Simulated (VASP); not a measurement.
# Si2Mo (I4/mmm) in VASP: a series of runs, part 3 of 5

VASP 6.6.1. Earlier steps stand in the parts before.

## (4) Single point, r2SCAN

This run uses another cell than the first one, of 13.42 Å³/atom, 1.013 times its volume.

POSCAR reads:

```
Si2Mo
1.0
   -1.6037023450      1.6037023450      3.9123709144
    1.6037023450     -1.6037023450      3.9123709144
    1.6037023450      1.6037023450     -3.9123709144
Si Mo
2 1
Direct
    0.3354954864      0.3354954864      0.0000000000
    0.6645045136      0.6645045136      0.0000000000
    0.0000000000      0.0000000000      0.0000000000
```

INCAR.step1 reads:

```
ALGO     = Normal         # electronic algorithm
EDIFF    = 1E-4           # SCF threshold, eV
ENCUT    = 520            # plane-wave cutoff, eV
GGA      = PE             # functional
ISMEAR   = 0              # smearing method
LASPH    = True           # aspherical terms in the spheres
LCHARG   = False          # write CHGCAR
LREAL    = False          # projectors in reciprocal space
LWAVE    = True           # write WAVECAR
NBANDS   = 18             # bands
NELM     = 100            # most SCF steps
PREC     = Accurate       # precision mode
SIGMA    = 0.05           # smearing width, eV
```

INCAR.step2 reads:

```
ALGO     = Normal         # electronic algorithm
EDIFF    = 1E-6           # SCF threshold, eV
ENCUT    = 520            # plane-wave cutoff, eV
ISIF     = 2              # what is computed and relaxed
ISMEAR   = 0              # smearing method
ISTART   = 1            
LASPH    = True           # aspherical terms in the spheres
LCHARG   = False          # write CHGCAR
LMIXTAU  = True         
LREAL    = False          # projectors in reciprocal space
LWAVE    = False          # write WAVECAR
METAGGA  = R2SCAN         # meta-GGA
NBANDS   = 18             # bands
NELM     = 100            # most SCF steps
PREC     = Accurate       # precision mode
SIGMA    = 0.05           # smearing width, eV
```

KPOINTS reads:

```
k-points
0
Gamma
  10 10 10
```

Potentials or basis: VASP PAW PBE potentials, release 64 (Si, Mo_sv).

Command:

```console
$ cat potpaw_PBE.64/Si/POTCAR potpaw_PBE.64/Mo_sv/POTCAR > POTCAR
$ cp INCAR.step1 INCAR
$ mpirun -np 1 vasp_std > vasp.out
$ cp INCAR.step2 INCAR
$ mpirun -np 1 vasp_std > vasp.out
```

OUTCAR:

```text
EDIFF = 1E-6
   ENCUT = 520
   ISIF = 2
   ISMEAR = 0
   ISTART = 1
   LASPH = True
   LREAL = False
   METAGGA = R2SCAN
   NELM = 100
   PREC = Accurate

 ion  position               nearest neighbor table
   1  0.335  0.335  0.000-   2 2.57   3 2.61   3 2.61   3 2.61   3 2.61   3 2.63   2 2.63   2 2.63
                             2 2.63   2 2.63
   2  0.665  0.665  0.000-   1 2.57   3 2.61   3 2.61   3 2.61   3 2.61   3 2.63   1 2.63   1 2.63
                             1 2.63   1 2.63
   3  0.000  0.000  0.000-   2 2.61   2 2.61   1 2.61   2 2.61   1 2.61   1 2.61   2 2.61   1 2.61
                             1 2.63   2 2.63

  LATTYP: Found a body centered tetragonal cell.
 ALAT       =     3.2074046900
 C/A-ratio  =     2.4395867017

  Lattice vectors:

 A1 = (  -1.6037023450,   1.6037023450,   3.9123709144)
 A2 = (   1.6037023450,  -1.6037023450,   3.9123709144)
 A3 = (   1.6037023450,   1.6037023450,  -3.9123709144)

Analysis of symmetry for initial positions (statically):
=====================================================================
 Subroutine PRICEL returns:
 Original cell was already a primitive cell.

 Routine SETGRP: Setting up the symmetry group for a
 body centered tetragonal supercell.

 Subroutine GETGRP returns: Found 16 space group operations
 (whereof 16 operations were pure point group operations)
 out of a pool of 16 trial point group operations.

The static configuration has the point symmetry D_4h.

Analysis of symmetry for dynamics (positions and initial velocities):
=====================================================================
 Subroutine PRICEL returns:
 Original cell was already a primitive cell.

 Routine SETGRP: Setting up the symmetry group for a
 body centered tetragonal supercell.

 Subroutine GETGRP returns: Found 16 space group operations
 (whereof 16 operations were pure point group operations)
 out of a pool of 16 trial point group operations.

The dynamic configuration has the point symmetry D_4h.

 Subroutine INISYM returns: Found 16 space group operations
 (whereof 16 operations are pure point group operations),
 and found     1 'primitive' translations

----------------------------------------------------------------------------------------

                                     Primitive cell

  volume of cell :      40.2483

  direct lattice vectors                    reciprocal lattice vectors
    -1.603702345  1.603702345  3.912370914     0.000000000  0.311778555  0.127799744
     1.603702345 -1.603702345  3.912370914     0.311778555  0.000000000  0.127799744
     1.603702345  1.603702345 -3.912370914     0.311778555  0.311778555  0.000000000

  length of vectors
     4.522208376  4.522208376  4.522208376     0.336954955  0.336954955  0.440921461

  position of ions in fractional coordinates (direct lattice)
     0.335495486  0.335495486  0.000000000
     0.664504514  0.664504514  0.000000000
     0.000000000  0.000000000  0.000000000

  ion indices of the primitive-cell ions
   primitive index   ion index
                 1           1
                 2           2
                 3           3

----------------------------------------------------------------------------------------

 KPOINTS: k-points

Automatic generation of k-mesh.
 Grid dimensions read from file:
 generate k-points for:   10   10   10

 Generating k-lattice:

  Cartesian coordinates                     Fractional coordinates (reciprocal lattice)
     0.000000000  0.031177856  0.012779974     0.100000000  0.000000000 -0.000000000
     0.031177856  0.000000000  0.012779974     0.000000000  0.100000000 -0.000000000
     0.031177856  0.031177856  0.000000000     0.000000000  0.000000000  0.100000000

  Length of vectors
     0.033695496  0.033695496  0.044092146

  Shift w.r.t. Gamma in fractional coordinates (k-lattice)
     0.000000000  0.000000000  0.000000000

 Subroutine IBZKPT returns following result:
 ===========================================

 Found    102 irreducible k-points:

 Following reciprocal coordinates:
            Coordinates               Weight
  0.000000  0.000000  0.000000      1.000000
  0.100000  0.000000 -0.000000      8.000000
  0.200000  0.000000 -0.000000      8.000000
  0.300000  0.000000 -0.000000      8.000000
  0.400000  0.000000  0.000000      8.000000
  0.500000  0.000000 -0.000000      4.000000
[... 16 lines left out ...]
  0.300000  0.300000 -0.000000      8.000000
  0.400000  0.300000  0.000000     16.000000
 [... further k-points ...]
   k-points           NKPTS =    102   k-points in BZ     NKDIM =    102   number of bands    NBANDS=     18
   number of dos      NEDOS =    301   number of ions     NIONS =      3
   total plane-waves  NPLWV =  46656
   dimension x,y,z NGX =    36 NGY =   36 NGZ =   36
   dimension x,y,z NGXF=    72 NGYF=   72 NGZF=   72
   ions per type =               2   1
   NGX,Y,Z   is equivalent  to a cutoff of  13.23, 13.23, 13.23 a.u.
   NGXF,Y,Z  is equivalent  to a cutoff of  26.47, 26.47, 26.47 a.u.
 SYSTEM =  unknown system
   PREC   = accura    normal or accurate (medium, high low for compatibility)
   ISTART =      1    job   : 0-new  1-cont  2-samecut
   ICHARG =      0    charge: 1-file 2-atom 10-const
   ISPIN  =      1    spin polarized calculation?
   LNONCOLLINEAR =      F non collinear calculations
   LSORBIT =      F    spin-orbit coupling
   LASPH  =      T    aspherical Exc in radial PAW
   ENCUT  =  520.0 eV  38.22 Ry    6.18 a.u.   8.41  8.41  8.41*2*pi/ulx,y,z
   NELM   =    100;   NELMIN=  2; NELMDL=  0     # of ELM steps
   EDIFF  = 0.1E-05   stopping-criterion for ELM
   LREAL  =      F    real-space projection
   EDIFFG = 0.1E-04   stopping-criterion for IOM
   NSW    =      0    number of steps for IOM
   IBRION =     -1    ionic relax: 0-MD 1-quasi-New 2-CG
   NFREE  =      0    steps in history (QN), initial steepest desc. (CG)
   ISIF   =      2    stress and relaxation
   ISYM   =      2    0-nonsym 1-usesym 2-fastsym
   POTIM  = 0.5000    time-step for ionic-motion
   TEBEG  =    0.0;   TEEND  =   0.0 temperature during run
   PSTRESS=    0.0 pullay stress
   NELECT =      22.0000    total number of electrons
   NUPDOWN=      -1.0000    fix difference up-down
   EMIN   =  10.00;   EMAX   =-10.00  energy-range for DOS
   EFERMI =   0.00;   METHOD = LEGACY
   ISMEAR =     0;   SIGMA  =   0.05  broadening in eV -4-tet -1-fermi 0-gaus
   EFERMI_NEDOS =   21; number of points for ismear=-14 and -15
   IALGO  =     38    algorithm
   IMIX   =      4    mixing-type and parameters
     AMIX     =   0.40;   BMIX     =  1.00
     AMIX_MAG =   1.60;   BMIX_MAG =  1.00
  volume/ion in A,a.u.               =      13.42        90.54
  Fermi-wavevector in a.u.,A,eV,Ry     =   1.338546  2.529485 24.377622  1.791705
  Thomas-Fermi vector in A             =   2.467008
   LORBIT       =      0    0 simple, 1 ext, 2 COOP (PROOUT), +10 PAW based schemes
   METAGGA = R2SCAN    functional components
   LHFCALC =     F    Hartree Fock is set to
   AEXX    =    0.0000 exact exchange contribution
   IVDW    =     0    specifies the selected vdW correction
   LEPSILON=     F    determine dielectric tensor
   LRPA    =     F    only Hartree local field effects (RPA)
 non-spin polarized calculation
 Gauss-broadening in eV      SIGMA  =   0.05
  energy-cutoff  :      520.00
  volume of cell :       40.25
 maximum number of plane-waves:      1104
 NGX is ok and might be reduce to    36
   NGX = 17   NGY = 17   NGZ = 17

 number of electron      22.0000000 magnetization

 Free energy of the ion-electron system (eV)
  ---------------------------------------------------
  ext. energy  EPLUGINS =         0.00000000
  ---------------------------------------------------
  free energy    TOTEN  =       -45.01685306 eV

  energy without entropy =      -45.01651360  energy(sigma->0) =      -45.01668333

 E-fermi :  12.1312     XC(G=0): -13.3823

 val. band max:       12.1217190659   @ k =  -0.4000   0.5000   0.4000
 cond. band min:      12.3697003835   @ k =  -0.4000   0.4000   0.4000
 fundamental gap:      0.2479813176
 Fermi energy:        12.1312158072

 k-point     1 :       0.0000    0.0000    0.0000
  band No.  band energies     occupation
      1     -50.3774      2.00000
      2     -23.8173      2.00000
      3     -23.7298      2.00000
      4     -23.7298      2.00000
      5      -1.9224      2.00000
      6       5.4824      2.00000
[... 10 lines left out ...]
     17      17.6620      0.00000
     18      17.6621      0.00000
[... 466 lines left out ...]
      2     -23.9517      2.00000
      3     -23.8766      2.00000
      4     -23.7805      2.00000
      5       2.3660      2.00000
      6       3.4987      2.00000
[... 10 lines left out ...]
     17      19.4617      0.00000
     18      21.7045      0.00000

 [... further k-points ...]
[... 5 lines left out ...]
  --------------------------------------------------------------------------------------
  -------------------------------------------------------------------------------------
  Total       -0.1264326     -0.1264326     -0.1232333      0.0000000      0.0000000      0.0000000
  in kB       -5.0329439     -5.0329439     -4.9055884      0.0000000      0.0000000      0.0000000
  external PRESSURE =      -4.9904921 kB  Pullay stress =       0.0000000 kB

 VOLUME and BASIS-vectors are now :
 -----------------------------------------------------------------------------
  energy-cutoff  :      520.00
  volume of cell :       40.25
      direct lattice vectors                 reciprocal lattice vectors
    -1.603702345  1.603702345  3.912370914     0.000000000  0.311778555  0.127799744
     1.603702345 -1.603702345  3.912370914     0.311778555  0.000000000  0.127799744
     1.603702345  1.603702345 -3.912370914     0.311778555  0.311778555  0.000000000

 POSITION                                       TOTAL-FORCE (eV/Angst)
 -----------------------------------------------------------------------------------
      0.00000      0.00000      2.62517         0.000000      0.000000      0.003104
      0.00000      0.00000      5.19958        -0.000000     -0.000000     -0.003104
      0.00000      0.00000      0.00000        -0.000000     -0.000000     -0.000000
 -----------------------------------------------------------------------------------
    total drift:                                0.000000     -0.000000      0.000000

  FREE ENERGIE OF THE ION-ELECTRON SYSTEM (eV)
  ---------------------------------------------------
  free  energy   TOTEN  =       -45.0168530562 eV

  energy  without entropy=      -45.0165136041  energy(sigma->0) =      -45.01668333
```

It took 2.3 min on 1 thread of Intel Xeon 6975P-C (Granite Rapids), shared host; peak memory 0.25 GiB.

What came out:

```yaml
Free_energy: -45.0169 eV
Pressure: -0.5 GPa
Largest_force: 0.003 eV/Å
Band_gap_on_the_k_mesh: zero (band 11 reaches 12.67 eV, above the bottom of band 12 at 11.67 eV)
```

Forces in eV/Å, atoms in the order of the input:
```
Si   0.000  0.000  0.003
Si   0.000  0.000 -0.003
Mo   0.000  0.000  0.000
```

Levels at points of the mesh, in eV from the Fermi level:
```tsv
k point	band 7	band 8	band 9	band 10	band 11	band 12	band 13	band 14	band 15	band 16
(0.00, 0.00, 0.00)	-3.35	-2.99	-2.69	-2.69	0.45	3.54	3.55	3.74	3.74	4.52
(0.50, 0.00, 0.00)	-5.09	-4.71	-2.68	-2.54	-0.45	2.62	3.36	4.54	4.57	5.91
(0.50, 0.50, 0.00)	-5.90	-5.26	-4.59	-3.12	-1.30	2.69	3.11	3.54	3.71	5.10
(0.50, 0.50, 0.50)	-3.51	-2.14	-0.50	-0.50	-0.47	-0.47	0.59	5.27	5.85	6.65
```

Caveat: the PAW data sets were made with another functional, which shifts forces and pressure a little.

(Part 3 of 5 ends here.)
